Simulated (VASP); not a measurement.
# InAs (F-43m) in VASP: a series of runs, part 2 of 2

VASP 6.6.1. The steps go on from the part before.

## Step 3: Single point, PBEsol

This run uses another cell than the first one, of 28.20 Å³/atom.

INCAR

```
ALGO = Normal
EDIFF = 1E-6
ENCUT = 520
GGA = PS
ISIF = 2
ISMEAR = 0
LASPH = True
LCHARG = False
LREAL = False
LWAVE = False
NBANDS = 16
NELM = 80
PREC = Accurate
SIGMA = 0.1
```

KPOINTS

```
k-points
0
Gamma
  10 10 10
```

POSCAR

```
InAs
1.0
    0.0000000000      3.0438578845      3.0438578845
    3.0438578845      0.0000000000      3.0438578845
    3.0438578845      3.0438578845      0.0000000000
In As
1 1
Direct
    0.2500000000      0.2500000000      0.2500000000
    0.0000000000      0.0000000000      0.0000000000
```

Potentials or basis: VASP PAW PBE potentials, release 64 (In_d, As).

The run is started by

```console
$ cat potpaw_PBE.64/In_d/POTCAR potpaw_PBE.64/As/POTCAR > POTCAR
$ mpirun -np 1 vasp_std > vasp.out
```

OUTCAR:

```text
EDIFF = 1E-6
   ENCUT = 520
   GGA = PS
   ISIF = 2
   ISMEAR = 0
   LASPH = True
   LREAL = False
   NELM = 80
   PREC = Accurate

 ion  position               nearest neighbor table
   1  0.250  0.250  0.250-   2 2.64   2 2.64   2 2.64   2 2.64
   2  0.000  0.000  0.000-   1 2.64   1 2.64   1 2.64   1 2.64

  LATTYP: Found a face centered cubic cell.
 ALAT       =     6.0877157690

  Lattice vectors:

 A1 = (   0.0000000000,   3.0438578845,   3.0438578845)
 A2 = (   3.0438578845,   0.0000000000,   3.0438578845)
 A3 = (   3.0438578845,   3.0438578845,   0.0000000000)

Analysis of symmetry for initial positions (statically):
=====================================================================
 Subroutine PRICEL returns:
 Original cell was already a primitive cell.

 Routine SETGRP: Setting up the symmetry group for a
 face centered cubic supercell.

 Subroutine GETGRP returns: Found 24 space group operations
 (whereof 24 operations were pure point group operations)
 out of a pool of 48 trial point group operations.

The static configuration has the point symmetry T_d .

Analysis of symmetry for dynamics (positions and initial velocities):
=====================================================================
 Subroutine PRICEL returns:
 Original cell was already a primitive cell.

 Routine SETGRP: Setting up the symmetry group for a
 face centered cubic supercell.

 Subroutine GETGRP returns: Found 24 space group operations
 (whereof 24 operations were pure point group operations)
 out of a pool of 48 trial point group operations.

The dynamic configuration has the point symmetry T_d .

 Subroutine INISYM returns: Found 24 space group operations
 (whereof 24 operations are pure point group operations),
 and found     1 'primitive' translations

----------------------------------------------------------------------------------------

                                     Primitive cell

  volume of cell :      56.4031

  direct lattice vectors                    reciprocal lattice vectors
     0.000000000  3.043857884  3.043857884    -0.164265225  0.164265225  0.164265225
     3.043857884  0.000000000  3.043857884     0.164265225 -0.164265225  0.164265225
     3.043857884  3.043857884  0.000000000     0.164265225  0.164265225 -0.164265225

  length of vectors
     4.304665102  4.304665102  4.304665102     0.284515715  0.284515715  0.284515715

  position of ions in fractional coordinates (direct lattice)
     0.250000000  0.250000000  0.250000000
     0.000000000  0.000000000  0.000000000

  ion indices of the primitive-cell ions
   primitive index   ion index
                 1           1
                 2           2

----------------------------------------------------------------------------------------

 KPOINTS: k-points

Automatic generation of k-mesh.
 Grid dimensions read from file:
 generate k-points for:   10   10   10

 Generating k-lattice:

  Cartesian coordinates                     Fractional coordinates (reciprocal lattice)
    -0.016426522  0.016426522  0.016426522     0.100000000  0.000000000  0.000000000
     0.016426522 -0.016426522  0.016426522     0.000000000  0.100000000  0.000000000
     0.016426522  0.016426522 -0.016426522     0.000000000  0.000000000  0.100000000

  Length of vectors
     0.028451572  0.028451572  0.028451572

  Shift w.r.t. Gamma in fractional coordinates (k-lattice)
     0.000000000  0.000000000  0.000000000

 Subroutine IBZKPT returns following result:
 ===========================================

 Found     47 irreducible k-points:

 Following reciprocal coordinates:
            Coordinates               Weight
  0.000000  0.000000  0.000000      1.000000
  0.100000  0.000000  0.000000      8.000000
  0.200000  0.000000  0.000000      8.000000
  0.300000  0.000000  0.000000      8.000000
  0.400000  0.000000  0.000000      8.000000
  0.500000  0.000000  0.000000      4.000000
[... 16 lines left out ...]
  0.300000  0.300000  0.000000      6.000000
  0.400000  0.300000  0.000000     24.000000
 [... further k-points ...]
   k-points           NKPTS =     47   k-points in BZ     NKDIM =     47   number of bands    NBANDS=     16
   number of dos      NEDOS =    301   number of ions     NIONS =      2
   total plane-waves  NPLWV =  32768
   dimension x,y,z NGX =    32 NGY =   32 NGZ =   32
   dimension x,y,z NGXF=    64 NGYF=   64 NGZF=   64
   ions per type =               1   1
   NGX,Y,Z   is equivalent  to a cutoff of  12.36, 12.36, 12.36 a.u.
   NGXF,Y,Z  is equivalent  to a cutoff of  24.72, 24.72, 24.72 a.u.
 SYSTEM =  unknown system
   PREC   = accura    normal or accurate (medium, high low for compatibility)
   ISTART =      0    job   : 0-new  1-cont  2-samecut
   ICHARG =      2    charge: 1-file 2-atom 10-const
   ISPIN  =      1    spin polarized calculation?
   LNONCOLLINEAR =      F non collinear calculations
   LSORBIT =      F    spin-orbit coupling
   LASPH  =      T    aspherical Exc in radial PAW
   ENCUT  =  520.0 eV  38.22 Ry    6.18 a.u.   8.00  8.00  8.00*2*pi/ulx,y,z
   NELM   =     80;   NELMIN=  2; NELMDL= -5     # of ELM steps
   EDIFF  = 0.1E-05   stopping-criterion for ELM
   LREAL  =      F    real-space projection
   EDIFFG = 0.1E-04   stopping-criterion for IOM
   NSW    =      0    number of steps for IOM
   IBRION =     -1    ionic relax: 0-MD 1-quasi-New 2-CG
   NFREE  =      0    steps in history (QN), initial steepest desc. (CG)
   ISIF   =      2    stress and relaxation
   ISYM   =      2    0-nonsym 1-usesym 2-fastsym
   POTIM  = 0.5000    time-step for ionic-motion
   TEBEG  =    0.0;   TEEND  =   0.0 temperature during run
   PSTRESS=    0.0 pullay stress
   NELECT =      18.0000    total number of electrons
   NUPDOWN=      -1.0000    fix difference up-down
   EMIN   =  10.00;   EMAX   =-10.00  energy-range for DOS
   EFERMI =   0.00;   METHOD = LEGACY
   ISMEAR =     0;   SIGMA  =   0.10  broadening in eV -4-tet -1-fermi 0-gaus
   EFERMI_NEDOS =   21; number of points for ismear=-14 and -15
   IALGO  =     38    algorithm
   IMIX   =      4    mixing-type and parameters
     AMIX     =   0.40;   BMIX     =  1.00
     AMIX_MAG =   1.60;   BMIX_MAG =  1.00
  volume/ion in A,a.u.               =      28.20       190.31
  Fermi-wavevector in a.u.,A,eV,Ry     =   1.118745  2.114122 17.028936  1.251591
  Thomas-Fermi vector in A             =   2.255379
   LORBIT       =      0    0 simple, 1 ext, 2 COOP (PROOUT), +10 PAW based schemes
   GGA     = PS    functional components
   LHFCALC =     F    Hartree Fock is set to
   AEXX    =    0.0000 exact exchange contribution
   IVDW    =     0    specifies the selected vdW correction
   LEPSILON=     F    determine dielectric tensor
   LRPA    =     F    only Hartree local field effects (RPA)
 non-spin polarized calculation
 Gauss-broadening in eV      SIGMA  =   0.10
  energy-cutoff  :      520.00
  volume of cell :       56.40
 maximum number of plane-waves:      1533
   NGX = 17   NGY = 17   NGZ = 17

 number of electron      17.9999992 magnetization

 Free energy of the ion-electron system (eV)
  ---------------------------------------------------
  ext. energy  EPLUGINS =         0.00000000
  ---------------------------------------------------
  free energy    TOTEN  =        -8.48997624 eV

  energy without entropy =       -8.48976401  energy(sigma->0) =       -8.48987012

 E-fermi :   4.2143     XC(G=0):  -9.1966

 val. band max:        4.1716341101   @ k =   0.0000   0.0000   0.0000
 cond. band min:       5.0031571356   @ k =   0.5000   0.0000   0.0000
 fundamental gap:      0.8315230255
 Fermi energy:         4.2143173440

 k-point     1 :       0.0000    0.0000    0.0000
  band No.  band energies     occupation
      1     -10.1201      2.00000
      2     -10.1201      2.00000
      3     -10.1201      2.00000
      4     -10.0004      2.00000
      5     -10.0004      2.00000
      6      -7.5898      2.00000
[... 8 lines left out ...]
     15      13.7849      0.00000
     16      13.7849      0.00000

 k-point     2 :       0.1000    0.0000    0.0000
  band No.  band energies     occupation
      1     -10.1327      2.00000
      2     -10.1165      2.00000
      3     -10.1165      2.00000
      4     -10.0005      2.00000
      5     -10.0005      2.00000
      6      -7.4885      2.00000
[... 8 lines left out ...]
     15      13.0598      0.00000
     16      13.0598      0.00000
[... 387 lines left out ...]
      5      -9.9862      2.00000
      6      -6.5134      2.00000
[... 8 lines left out ...]
     15      14.7127      0.00000
     16      15.8028      0.00000

 k-point    24 :       0.4000    0.3000    0.0000
  band No.  band energies     occupation
      1     -10.2620      2.00000
      2     -10.0635      2.00000
      3     -10.0612      2.00000
      4     -10.0254      2.00000
      5      -9.9841      2.00000
      6      -6.1750      2.00000
[... 8 lines left out ...]
     15      15.1737      0.00000
     16      16.0053      0.00000

 [... further k-points ...]
[... 5 lines left out ...]
  --------------------------------------------------------------------------------------
  -------------------------------------------------------------------------------------
  Total        0.0243622      0.0243622      0.0243622      0.0000000      0.0000000      0.0000000
  in kB        0.6920287      0.6920287      0.6920287      0.0000000      0.0000000      0.0000000
  external PRESSURE =       0.6920287 kB  Pullay stress =       0.0000000 kB

 VOLUME and BASIS-vectors are now :
 -----------------------------------------------------------------------------
  energy-cutoff  :      520.00
  volume of cell :       56.40
      direct lattice vectors                 reciprocal lattice vectors
     0.000000000  3.043857884  3.043857884    -0.164265225  0.164265225  0.164265225
     3.043857884  0.000000000  3.043857884     0.164265225 -0.164265225  0.164265225
     3.043857884  3.043857884  0.000000000     0.164265225  0.164265225 -0.164265225

 POSITION                                       TOTAL-FORCE (eV/Angst)
 -----------------------------------------------------------------------------------
      1.52193      1.52193      1.52193        -0.000000     -0.000000     -0.000000
      0.00000      0.00000      0.00000         0.000000      0.000000      0.000000
 -----------------------------------------------------------------------------------
    total drift:                                0.000000      0.000000      0.000000

  FREE ENERGIE OF THE ION-ELECTRON SYSTEM (eV)
  ---------------------------------------------------
  free  energy   TOTEN  =        -8.4899762423 eV

  energy  without entropy=       -8.4897640070  energy(sigma->0) =       -8.48987012
```

stdout:

```text
POSCAR found type information on POSCAR InAs
 POSCAR found :  2 types and       2 ions
 scaLAPACK will be used
 -----------------------------------------------------------------------------
|                                                                             |
|                                                                             |
|     You enforced a specific xc type in the INCAR file but a different       |
|     I HOPE YOU KNOW WHAT YOU ARE DOING!                                     |
|                                                                             |
 -----------------------------------------------------------------------------

 LDA part: xc-table for (Slater+PW92), standard interpolation
 POSCAR, INCAR and KPOINTS ok, starting setup
 FFT: planning ... GRIDC
 FFT: planning ... GRID_SOFT
 FFT: planning ... GRID
 WAVECAR not read
 entering main loop
```

Wall time 44 s (1 thread of Intel Xeon 8259CL, shared host); peak memory 0.2 GiB.

Results:

```yaml
Free_energy: -8.4900 eV
Pressure: 0.1 GPa
Band_gap_on_the_k_mesh: zero (filled and empty bands touch)
```

Caveat: semilocal functionals underestimate gaps, so a narrow gap can read as zero; the PAW data sets were made with another functional, which shifts forces and pressure a little; spin-orbit coupling is left out, which moves the levels of the heavy elements.
